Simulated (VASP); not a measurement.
Set up this calculation in VASP 6.6.1, as the native input.

- Task: single point
- Functional: PBE
- Potentials or basis: VASP PAW PBE potentials, release 64 (Zn, S)
- Cutoff: 520 eV
- k mesh: 9 × 9 × 6
- Occupations: gaussian, width 0.05 eV
- Spin: no spin polarisation
- Dipole correction: no
- Further INCAR settings: ALGO = Normal; EDIFF = 1e-07; NBANDS = 26

The structure of ZnS lies in POSCAR:

```
ZnS
1.0
    3.7670515448      0.0000000000      0.0000000000
   -1.8835257724      3.2623623352      0.0000000000
    0.0000000000      0.0000000000      6.1750339570
Zn S
2 2
Direct
    0.3333333333      0.6666666667      0.0052003725
    0.6666666667      0.3333333333      0.5052003725
    0.3333333333      0.6666666667      0.3797996275
    0.6666666667      0.3333333333      0.8797996275
```

One way to write it, as run:

INCAR

```
SYSTEM = ZnS
ALGO = Normal ; EDIFF = 1E-7
ENCUT = 520 ; GGA = PE
ISIF = 2 ; ISMEAR = 0
LASPH = .TRUE. ; LCHARG = .TRUE.
LELF = .TRUE. ; LREAL = .FALSE.
LVHAR = .TRUE. ; LWAVE = .FALSE.
NBANDS = 26 ; NELM = 100
PREC = Accurate ; SIGMA = 0.05
```

KPOINTS

```
k-points
0
G
  9 9 6
  0 0 0
```

Potentials or basis: VASP PAW PBE potentials, release 64 (Zn, S).

Command:

```console
$ cat potpaw_PBE.64/Zn/POTCAR potpaw_PBE.64/S/POTCAR > POTCAR
$ mpirun -np 1 vasp_std > vasp.out
```

It gave:

```json
{
  "Pressure": "5.1 GPa",
  "Largest force": "0.014 eV/Å",
  "Band gap on the k mesh": "2.37 eV"
}
```

Caveat: the cell stands under pressure.

It took 100 s on 1 thread of Intel Xeon 8259CL, with other jobs on the host, peak memory 0.23 GiB.
